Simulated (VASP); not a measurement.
# BaTiO3 (R3m) in VASP: further runs, part 2 of 2

VASP 6.6.1. The steps go on from the part before.

**3. Single point, PBEsol**

The input, INCAR:

```
PREC = Accurate ; ENCUT = 520
EDIFF = 1E-6 ; ISMEAR = -1
SIGMA = 0.05 ; LREAL = False
LASPH = True ; NELM = 100
ALGO = Normal ; ISIF = 2
LWAVE = False ; LCHARG = True
GGA = PS ; LELF = True
LVHAR = True ; NBANDS = 28
```

The input, KPOINTS:

```
Automatic mesh
0
Gamma
  6 6 6
```

The input, POSCAR:

```
BaTiO3
1.0
    2.8085208667      1.6214974667      2.3496137561
   -2.8085208667      1.6214974667      2.3496137561
    0.0000000000     -3.2429949333      2.3496137561
Ba Ti O
1 1 3
Direct
    0.0000000000      0.0000000000      0.0000000000
    0.4845000000      0.4845000000      0.4845000000
    0.5086000000      0.5086000000      0.0175000000
    0.0175000000      0.5086000000      0.5086000000
    0.5086000000      0.0175000000      0.5086000000
```

Potentials or basis: VASP PAW PBE potentials, release 64 (Ba_sv, Ti_sv, O).

Run with:

```console
> cat potpaw_PBE.64/Ba_sv/POTCAR potpaw_PBE.64/Ti_sv/POTCAR potpaw_PBE.64/O/POTCAR > POTCAR
> mpirun -np 1 vasp_std > vasp.out
```

OUTCAR:

```text
PREC = Accurate
   ENCUT = 520
   EDIFF = 1E-6
   ISMEAR = -1
   LREAL = False
   LASPH = True
   NELM = 100
   ISIF = 2
   GGA = PS

 ion  position               nearest neighbor table
   1  0.000  0.000  0.000-   3 2.80   4 2.80   5 2.80   4 2.81   5 2.81   5 2.81   4 2.81   3 2.81
                             3 2.81   3 2.91   4 2.91   5 2.91   2 3.41   2 3.41   2 3.41   2 3.42
   2  0.484  0.484  0.484-   3 1.87   4 1.87   5 1.87   3 2.14   4 2.14   5 2.14   1 3.41   1 3.41
                             1 3.41   1 3.42   1 3.49   1 3.49   1 3.49   1 3.63
   3  0.509  0.509  0.017-   2 1.87   2 2.14   1 2.80   1 2.81   1 2.81   1 2.91
   4  0.017  0.509  0.509-   2 1.87   2 2.14   1 2.80   1 2.81   1 2.81   1 2.91
   5  0.509  0.017  0.509-   2 1.87   2 2.14   1 2.80   1 2.81   1 2.81   1 2.91

  LATTYP: Found a trigonal (rhomboedric) cell.
 ALAT       =     4.0047132602
 COS(alpha) =     0.0163457925

  Lattice vectors:

 A1 = (   2.8085208667,   1.6214974667,   2.3496137561)
 A2 = (  -2.8085208667,   1.6214974667,   2.3496137561)
 A3 = (   0.0000000000,  -3.2429949333,   2.3496137561)

Analysis of symmetry for initial positions (statically):
=====================================================================
 Subroutine PRICEL returns:
 Original cell was already a primitive cell.

 Routine SETGRP: Setting up the symmetry group for a
 trigonal (rhombohedral) supercell.

 Subroutine GETGRP returns: Found  6 space group operations
 (whereof  6 operations were pure point group operations)
 out of a pool of 12 trial point group operations.

The static configuration has the point symmetry C_3v.

Analysis of symmetry for dynamics (positions and initial velocities):
=====================================================================
 Subroutine PRICEL returns:
 Original cell was already a primitive cell.

 Routine SETGRP: Setting up the symmetry group for a
 trigonal (rhombohedral) supercell.

 Subroutine GETGRP returns: Found  6 space group operations
 (whereof  6 operations were pure point group operations)
 out of a pool of 12 trial point group operations.

The dynamic configuration has the point symmetry C_3v.

 Subroutine INISYM returns: Found  6 space group operations
 (whereof  6 operations are pure point group operations),
 and found     1 'primitive' translations

----------------------------------------------------------------------------------------

                                     Primitive cell

  volume of cell :      64.2010

  direct lattice vectors                    reciprocal lattice vectors
     2.808520867  1.621497467  2.349613756     0.178029655  0.102785647  0.141867289
    -2.808520867  1.621497467  2.349613756    -0.178029655  0.102785647  0.141867289
     0.000000000 -3.242994933  2.349613756     0.000000000 -0.205571295  0.141867289

  length of vectors
     4.004713260  4.004713260  4.004709845     0.249771445  0.249771445  0.249771665

  position of ions in fractional coordinates (direct lattice)
     0.000000000  0.000000000  0.000000000
     0.484500000  0.484500000  0.484500000
     0.508600000  0.508600000  0.017500000
     0.017500000  0.508600000  0.508600000
     0.508600000  0.017500000  0.508600000

  ion indices of the primitive-cell ions
   primitive index   ion index
                 1           1
[... 33 lines left out ...]
  0.000000  0.000000  0.000000      1.000000
  0.166667  0.000000  0.000000      6.000000
  0.333333 -0.000000 -0.000000      6.000000
  0.500000 -0.000000  0.000000      3.000000
  0.166667  0.166667  0.000000      6.000000
  0.333333  0.166667  0.000000     12.000000
[... 16 lines left out ...]
  0.500000  0.500000  0.166667      6.000000
 -0.333333  0.500000  0.166667     12.000000
 [... further k-points ...]
   k-points           NKPTS =     32   k-points in BZ     NKDIM =     32   number of bands    NBANDS=     28
   number of dos      NEDOS =    301   number of ions     NIONS =      5
   total plane-waves  NPLWV =  27000
   dimension x,y,z NGX =    30 NGY =   30 NGZ =   30
   dimension x,y,z NGXF=    60 NGYF=   60 NGZF=   60
   ions per type =               1   1   3
   NGX,Y,Z   is equivalent  to a cutoff of  12.45, 12.45, 12.45 a.u.
   NGXF,Y,Z  is equivalent  to a cutoff of  24.91, 24.91, 24.91 a.u.
 SYSTEM =  unknown system
   PREC   = accura    normal or accurate (medium, high low for compatibility)
   ISTART =      0    job   : 0-new  1-cont  2-samecut
   ICHARG =      2    charge: 1-file 2-atom 10-const
   ISPIN  =      1    spin polarized calculation?
   LNONCOLLINEAR =      F non collinear calculations
   LSORBIT =      F    spin-orbit coupling
   LASPH  =      T    aspherical Exc in radial PAW
   ENCUT  =  520.0 eV  38.22 Ry    6.18 a.u.   7.45  7.45  7.45*2*pi/ulx,y,z
   NELM   =    100;   NELMIN=  2; NELMDL= -5     # of ELM steps
   EDIFF  = 0.1E-05   stopping-criterion for ELM
   LREAL  =      F    real-space projection
   EDIFFG = 0.1E-04   stopping-criterion for IOM
   NSW    =      0    number of steps for IOM
   IBRION =     -1    ionic relax: 0-MD 1-quasi-New 2-CG
   NFREE  =      0    steps in history (QN), initial steepest desc. (CG)
   ISIF   =      2    stress and relaxation
   ISYM   =      2    0-nonsym 1-usesym 2-fastsym
   POTIM  = 0.5000    time-step for ionic-motion
   TEBEG  =    0.0;   TEEND  =   0.0 temperature during run
   PSTRESS=    0.0 pullay stress
   NELECT =      40.0000    total number of electrons
   NUPDOWN=      -1.0000    fix difference up-down
   EMIN   =  10.00;   EMAX   =-10.00  energy-range for DOS
   EFERMI =   0.00;   METHOD = LEGACY
   ISMEAR =    -1;   SIGMA  =   0.05  broadening in eV -4-tet -1-fermi 0-gaus
   EFERMI_NEDOS =   21; number of points for ismear=-14 and -15
   IALGO  =     38    algorithm
   IMIX   =      4    mixing-type and parameters
     AMIX     =   0.40;   BMIX     =  1.00
     AMIX_MAG =   1.60;   BMIX_MAG =  1.00
  volume/ion in A,a.u.               =      12.84        86.65
  Fermi-wavevector in a.u.,A,eV,Ry     =   1.398237  2.642286 26.600316  1.955068
  Thomas-Fermi vector in A             =   2.521415
   LORBIT       =      0    0 simple, 1 ext, 2 COOP (PROOUT), +10 PAW based schemes
   GGA     = PS    functional components
   LHFCALC =     F    Hartree Fock is set to
   AEXX    =    0.0000 exact exchange contribution
   IVDW    =     0    specifies the selected vdW correction
   LEPSILON=     F    determine dielectric tensor
   LRPA    =     F    only Hartree local field effects (RPA)
 non-spin polarized calculation
  energy-cutoff  :      520.00
  volume of cell :       64.20
 maximum number of plane-waves:      1761
 NGX is ok and might be reduce to    30
   NGX = 15   NGY = 15   NGZ = 15

 number of electron      40.0000000 magnetization

 Free energy of the ion-electron system (eV)
  ---------------------------------------------------
  ext. energy  EPLUGINS =         0.00000000
  ---------------------------------------------------
  free energy    TOTEN  =       -41.99279538 eV

  energy without entropy =      -41.99279538  energy(sigma->0) =      -41.99279538

 E-fermi :   4.6758     XC(G=0): -11.4923

 val. band max:        3.6160953006   @ k =   0.5000   0.5000   0.5000
 cond. band min:       5.9479460086   @ k =   0.0000   0.0000   0.0000
 fundamental gap:      2.3318507080
 Fermi energy:         4.6758053422

 k-point     1 :       0.0000    0.0000    0.0000
  band No.  band energies     occupation
      1     -52.3945      2.00000
      2     -28.7719      2.00000
      3     -28.7719      2.00000
      4     -28.7526      2.00000
      5     -21.1284      2.00000
      6     -13.1214      2.00000
[... 733 lines left out ...]
     27      11.7393      0.00000
     28      12.2121      0.00000

 [... further k-points ...]

------------------------ aborting loop because EDIFF is reached ----------------------------------------

  FORCE on cell =-STRESS in cart. coord.  units (eV):
  Direction    XX          YY          ZZ          XY          YZ          ZX
  --------------------------------------------------------------------------------------
  -------------------------------------------------------------------------------------
  Total        0.9608998      0.9608964     -0.9769995     -0.0000000     -0.0000000      0.0000000
  in kB       23.9798803     23.9797971    -24.3816605     -0.0000000     -0.0000000      0.0000000
  external PRESSURE =       7.8593390 kB  Pullay stress =       0.0000000 kB

 VOLUME and BASIS-vectors are now :
 -----------------------------------------------------------------------------
  energy-cutoff  :      520.00
  volume of cell :       64.20
      direct lattice vectors                 reciprocal lattice vectors
     2.808520867  1.621497467  2.349613756     0.178029655  0.102785647  0.141867289
    -2.808520867  1.621497467  2.349613756    -0.178029655  0.102785647  0.141867289
     0.000000000 -3.242994933  2.349613756     0.000000000 -0.205571295  0.141867289

 POSITION                                       TOTAL-FORCE (eV/Angst)
 -----------------------------------------------------------------------------------
      0.00000      0.00000      0.00000        -0.000000     -0.000000     -0.124649
      0.00000      0.00000      3.41516        -0.000000      0.000000      0.085700
      0.00000      1.59263      2.43115        -0.000000      0.136517      0.012983
     -1.37926     -0.79632      2.43115        -0.118228     -0.068259      0.012983
      1.37926     -0.79632      2.43115         0.118228     -0.068259      0.012983
 -----------------------------------------------------------------------------------
    total drift:                                0.000000      0.000069      0.000384

  FREE ENERGIE OF THE ION-ELECTRON SYSTEM (eV)
  ---------------------------------------------------
  free  energy   TOTEN  =       -41.9927953789 eV

  energy  without entropy=      -41.9927953789  energy(sigma->0) =      -41.99279538
```

OSZICAR:

```text
N       E                     dE             d eps       ncg     rms          rms(c)
DAV:   1     0.426860062574E+03    0.42686E+03   -0.20788E+04  1792   0.155E+03
DAV:   2    -0.625978537786E+01   -0.43312E+03   -0.41312E+03  2056   0.426E+02
DAV:   3    -0.498995540520E+02   -0.43640E+02   -0.43237E+02  2524   0.132E+02
DAV:   4    -0.518604992419E+02   -0.19609E+01   -0.19567E+01  2684   0.242E+01
DAV:   5    -0.519125460761E+02   -0.52047E-01   -0.52040E-01  2456   0.317E+00    0.236E+01
DAV:   6    -0.422238992904E+02    0.96886E+01   -0.50823E+01  2692   0.672E+01    0.999E+00
DAV:   7    -0.421688927807E+02    0.55007E-01   -0.99938E+00  2420   0.233E+01    0.735E+00
DAV:   8    -0.419850887628E+02    0.18380E+00   -0.75756E-01  2136   0.837E+00    0.308E+00
DAV:   9    -0.420133692830E+02   -0.28281E-01   -0.24283E-01  2548   0.362E+00    0.137E+00
DAV:  10    -0.419937616298E+02    0.19608E-01   -0.12156E-01  2072   0.378E+00    0.372E-01
DAV:  11    -0.419928187410E+02    0.94289E-03   -0.69449E-03  2288   0.699E-01    0.764E-02
DAV:  12    -0.419930303748E+02   -0.21163E-03   -0.12203E-03  2688   0.298E-01    0.140E-01
DAV:  13    -0.419927967984E+02    0.23358E-03   -0.88840E-04  2244   0.313E-01    0.164E-02
DAV:  14    -0.419927948566E+02    0.19418E-05   -0.33894E-05  2244   0.504E-02    0.520E-03
DAV:  15    -0.419927953789E+02   -0.52237E-06   -0.24984E-06  2204   0.117E-02
   1 F= -.41992795E+02 E0= -.41992795E+02  d E =-.618299E-10
```

stdout:

```text
POSCAR found type information on POSCAR BaTiO
 POSCAR found :  3 types and       5 ions
 scaLAPACK will be used
 -----------------------------------------------------------------------------
|                                                                             |
|                                                                             |
|     You enforced a specific xc type in the INCAR file but a different       |
|     I HOPE YOU KNOW WHAT YOU ARE DOING!                                     |
|                                                                             |
 -----------------------------------------------------------------------------

 LDA part: xc-table for (Slater+PW92), standard interpolation
 POSCAR, INCAR and KPOINTS ok, starting setup
 FFT: planning ... GRIDC
 FFT: planning ... GRID_SOFT
 FFT: planning ... GRID
 WAVECAR not read
 entering main loop
```

It took 95 s on 1 thread of Intel Xeon 8259CL, shared host; peak memory 0.21 GiB.

What came out:

| Property | Result |
| --- | --- |
| Free energy | -41.9928 eV |
| Pressure | 0.8 GPa |
| Largest force | 0.137 eV/Å |
| Band gap on the k mesh | 2.33 eV (least direct gap 2.69 eV) |

Forces on the atoms (eV/Å):
```
Ba   0.000  0.000 -0.125
Ti   0.000  0.000  0.086
O    0.000  0.137  0.013
O   -0.118 -0.068  0.013
O    0.118 -0.068  0.013
```

Stress tensor (GPa, compression positive):
```
 2.40  0.00  0.00
 0.00  2.40  0.00
 0.00  0.00 -2.44
```

Caveat: the PAW data sets were made with another functional, which shifts forces and pressure a little; spin-orbit coupling is left out, which moves the levels of the heavy elements. A k mesh can miss the band edges.
